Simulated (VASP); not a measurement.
# Ag3Os (P-6m2) in VASP: notebook, part 2 of 2

VASP 6.6.1.

### Step 4. Single point, PBE, collinear spin

This run uses another cell than the first one, of 17.48 Å³/atom.

Input file INCAR:

```
SYSTEM = Ag3Os
PREC = Accurate ; ENCUT = 520
EDIFF = 1E-6 ; ISMEAR = 0
SIGMA = 0.1 ; LREAL = .FALSE.
LASPH = .TRUE. ; NELM = 150
ALGO = Normal ; ISIF = 2
LWAVE = .FALSE. ; LCHARG = .FALSE.
ISPIN = 2 ; MAGMOM = 0 0 0 1
LORBIT = 11 ; LMAXMIX = 4
GGA = PE ; NBANDS = 32
```

Input file KPOINTS:

```
regular mesh
0
G
  6 6 2
  0 0 0
```

Input file POSCAR:

```
Ag3Os
1.0
    2.7498398142      0.0000000000      0.0000000000
   -1.3749199071      2.3814311354      0.0000000000
    0.0000000000      0.0000000000     10.6772254981
Ag Os
3 1
Direct
    0.6666666667      0.3333333333      0.2598540660
    0.6666666667      0.3333333333      0.7401459340
    0.3333333333      0.6666666667      0.5000000000
    0.6666666667      0.3333333333      0.0000000000
```

Potentials or basis: VASP PAW PBE potentials, release 64 (Ag, Os).

Started as:

```
$ cat potpaw_PBE.64/Ag/POTCAR potpaw_PBE.64/Os/POTCAR > POTCAR
$ mpirun -np 1 vasp_std > vasp.out
```

OUTCAR:

```text
SYSTEM = Ag3Os
   PREC = Accurate
   ENCUT = 520
   EDIFF = 1E-6
   ISMEAR = 0
   LREAL = .FALSE.
   LASPH = .TRUE.
   NELM = 150
   ISIF = 2
   ISPIN = 2
   LORBIT = 11
   GGA = PE

 ion  position               nearest neighbor table
   1  0.667  0.333  0.260-   4 2.77   3 3.02   3 3.02   3 3.02
   2  0.667  0.333  0.740-   4 2.77   3 3.02   3 3.02   3 3.02
   3  0.333  0.667  0.500-   1 3.02   2 3.02   1 3.02   2 3.02   1 3.02   2 3.02
   4  0.667  0.333  0.000-   1 2.77   2 2.77

  LATTYP: Found a hexagonal cell.
 ALAT       =     2.7498398142
 C/A-ratio  =     3.8828536277

  Lattice vectors:

 A1 = (   2.7498398142,   0.0000000000,   0.0000000000)
 A2 = (  -1.3749199071,   2.3814311354,   0.0000000000)
 A3 = (   0.0000000000,   0.0000000000,  10.6772254981)

Analysis of symmetry for initial positions (statically):
=====================================================================
 Subroutine PRICEL returns:
 Original cell was already a primitive cell.

 Routine SETGRP: Setting up the symmetry group for a
 hexagonal supercell.

 Subroutine GETGRP returns: Found 12 space group operations
 (whereof 12 operations were pure point group operations)
 out of a pool of 24 trial point group operations.

The static configuration has the point symmetry D_3h.

Analysis of symmetry for dynamics (positions and initial velocities):
=====================================================================
 Subroutine PRICEL returns:
 Original cell was already a primitive cell.

 Routine SETGRP: Setting up the symmetry group for a
 hexagonal supercell.

 Subroutine GETGRP returns: Found 12 space group operations
 (whereof 12 operations were pure point group operations)
 out of a pool of 24 trial point group operations.

The dynamic configuration has the point symmetry D_3h.

[... 151 lines left out ...]
  free energy    TOTEN  =       -17.12408417 eV

  energy without entropy =      -17.10636633  energy(sigma->0) =      -17.11522525

 E-fermi :   7.8752     XC(G=0): -12.2087

 val. band max:        7.8607735730   @ k =   0.1667   0.1667   0.5000
 cond. band min:       7.9182284463   @ k =   0.5000   0.0000   0.0000
 fundamental gap:      0.0574548733
 Fermi energy:         7.8751628343

 spin component 1

 k-point     1 :       0.0000    0.0000    0.0000
  band No.  band energies     occupation
      1      -0.3253      1.00000
      2       0.4761      1.00000
      3       0.8582      1.00000
      4       1.0805      1.00000
      5       2.0361      1.00000
      6       2.4466      1.00000
[... 479 lines left out ...]
     31      16.8892      0.00000
     32      17.4458      0.00000
 Fermi energy:         7.8751628343

 spin component 2

 k-point     1 :       0.0000    0.0000    0.0000
  band No.  band energies     occupation
      1      -0.3258      1.00000
      2       0.4757      1.00000
      3       0.8579      1.00000
      4       1.0804      1.00000
      5       2.0358      1.00000
      6       2.4463      1.00000
[... 479 lines left out ...]
     31      16.8890      0.00000
     32      17.4455      0.00000

------------------------ aborting loop because EDIFF is reached ----------------------------------------

  FORCE on cell =-STRESS in cart. coord.  units (eV):
  Direction    XX          YY          ZZ          XY          YZ          ZX
  --------------------------------------------------------------------------------------
  -------------------------------------------------------------------------------------
  Total        0.0033852      0.0033852     -0.5239040      0.0000000      0.0000000     -0.0000000
  in kB        0.0775691      0.0775691    -12.0048966      0.0000000      0.0000000     -0.0000000
  external PRESSURE =      -3.9499195 kB  Pullay stress =       0.0000000 kB

 VOLUME and BASIS-vectors are now :
 -----------------------------------------------------------------------------
  energy-cutoff  :      520.00
  volume of cell :       69.92
      direct lattice vectors                 reciprocal lattice vectors
     2.749839814  0.000000000  0.000000000     0.363657546  0.209957782  0.000000000
    -1.374919907  2.381431135  0.000000000     0.000000000  0.419915565  0.000000000
     0.000000000  0.000000000 10.677225498     0.000000000  0.000000000  0.093657290

 POSITION                                       TOTAL-FORCE (eV/Angst)
 -----------------------------------------------------------------------------------
      1.37492      0.79381      2.77452         0.000000      0.000000      0.041645
      1.37492      0.79381      7.90271         0.000000      0.000000     -0.041645
     -0.00000      1.58762      5.33861         0.000000     -0.000000      0.000000
      1.37492      0.79381      0.00000         0.000000      0.000000      0.000000
 -----------------------------------------------------------------------------------
    total drift:                                0.000000     -0.000000      0.000000

  FREE ENERGIE OF THE ION-ELECTRON SYSTEM (eV)
  ---------------------------------------------------
  free  energy   TOTEN  =       -17.1240841737 eV

  energy  without entropy=      -17.1063663305  energy(sigma->0) =      -17.11522525

 total charge

# of ion       s       p       d       tot
------------------------------------------
    1        0.436   0.307   9.173   9.915
    2        0.436   0.307   9.173   9.915
    3        0.428   0.314   9.164   9.906
    4        0.632   0.500   5.797   6.930
--------------------------------------------------
tot          1.932   1.427  33.307  36.667

 magnetization (x)

# of ion       s       p       d       tot
------------------------------------------
    1       -0.000  -0.000  -0.000  -0.000
    2       -0.000  -0.000  -0.000  -0.000
    3       -0.000  -0.000  -0.000  -0.000
    4       -0.000  -0.000  -0.000  -0.000
--------------------------------------------------
tot         -0.000  -0.000  -0.000  -0.001
```

OSZICAR:

```text
N       E                     dE             d eps       ncg     rms          rms(c)
DAV:   1     0.273127201955E+03    0.27313E+03   -0.20701E+04  1792   0.126E+03
DAV:   2    -0.106470670875E+02   -0.28377E+03   -0.26684E+03  1832   0.321E+02
DAV:   3    -0.185848289054E+02   -0.79378E+01   -0.78549E+01  2168   0.580E+01
DAV:   4    -0.186332907796E+02   -0.48462E-01   -0.48430E-01  1992   0.471E+00
DAV:   5    -0.186339182780E+02   -0.62750E-03   -0.62749E-03  2136   0.529E-01    0.134E+01
DAV:   6    -0.173165104968E+02    0.13174E+01   -0.45737E+00  2048   0.182E+01    0.100E+01
DAV:   7    -0.174840733342E+02   -0.16756E+00   -0.57740E+00  2168   0.114E+01    0.414E+00
DAV:   8    -0.171103899276E+02    0.37368E+00   -0.96768E-01  2088   0.812E+00    0.248E+00
DAV:   9    -0.171310361434E+02   -0.20646E-01   -0.23455E-01  2104   0.331E+00    0.137E+00
DAV:  10    -0.171235009273E+02    0.75352E-02   -0.52823E-02  2000   0.194E+00    0.636E-01
DAV:  11    -0.171232662601E+02    0.23467E-03   -0.31390E-02  2168   0.974E-01    0.285E-01
DAV:  12    -0.171242688662E+02   -0.10026E-02   -0.27466E-03  2032   0.411E-01    0.124E-01
DAV:  13    -0.171240605875E+02    0.20828E-03   -0.11410E-03  2056   0.205E-01    0.452E-02
DAV:  14    -0.171240858057E+02   -0.25218E-04   -0.21029E-04  2152   0.704E-02    0.244E-02
DAV:  15    -0.171240852500E+02    0.55575E-06   -0.23828E-05  2016   0.295E-02    0.131E-02
DAV:  16    -0.171240838869E+02    0.13631E-05   -0.16714E-05  1896   0.194E-02    0.405E-03
DAV:  17    -0.171240841737E+02   -0.28683E-06   -0.10575E-06  1296   0.682E-03
   1 F= -.17124084E+02 E0= -.17115225E+02  d E =-.177178E-01  mag=    -0.0013
```

stdout:

```text
POSCAR found type information on POSCAR AgOs
 POSCAR found :  2 types and       4 ions
 scaLAPACK will be used
 LDA part: xc-table for (Slater+PW92), standard interpolation
 POSCAR, INCAR and KPOINTS ok, starting setup
 FFT: planning ... GRIDC
 FFT: planning ... GRID_SOFT
 FFT: planning ... GRID
 WAVECAR not read
 entering main loop
```

It took 36 s on 1 thread of Intel Xeon 6975P-C (Granite Rapids), shared host; peak memory 0.21 GiB.

What came out:

- Free energy: -17.1241 eV
- Pressure: -0.4 GPa
- Largest force: 0.042 eV/Å
- Net moment: 0.00 μB per cell
- Valence electrons inside the program's atomic spheres: Ag 9.91; Os 6.93

Forces in eV/Å, atoms in the order of the input:
```
Ag   0.000  0.000  0.042
Ag   0.000  0.000 -0.042
Ag   0.000  0.000  0.000
Os   0.000  0.000  0.000
```

Caveat: the k points lie up to 0.44 Å⁻¹ apart; spin-orbit coupling is left out, which moves the levels of the heavy elements.

### Step 5. Overview

| spin | cell | k mesh | gap on the mesh (eV) | pressure (GPa) |
| --- | --- | --- | --- | --- |
| off | a = 2.750, b = 2.750, c = 9.520 Å, angles 90.0, 90.0, 120.0°, 4 atoms, atomic positions A | 12 × 12 × 4 | none | 10.2 |
| off | a = 2.773, b = 2.773, c = 9.661 Å, angles 90.0, 90.0, 120.0°, 4 atoms, atomic positions A | 12 × 12 × 4 | none | 4.5 |
| collinear | a = 2.750, b = 2.750, c = 10.677 Å, angles 90.0, 90.0, 120.0°, 4 atoms, atomic positions B | 6 × 6 × 2 | none | -0.4 |

Alike in all rows: task single point; level PBE; potentials or basis VASP PAW PBE potentials, release 64 (Ag, Os); cutoff (eV) 520; smearing gaussian 0.1 eV.

Caveats: some runs use coarse meshes; spin-orbit coupling is left out, which moves the levels of the heavy elements; the cell stands under pressure (at least some runs).

Absolute energies hang on the potentials; compare differences alone.
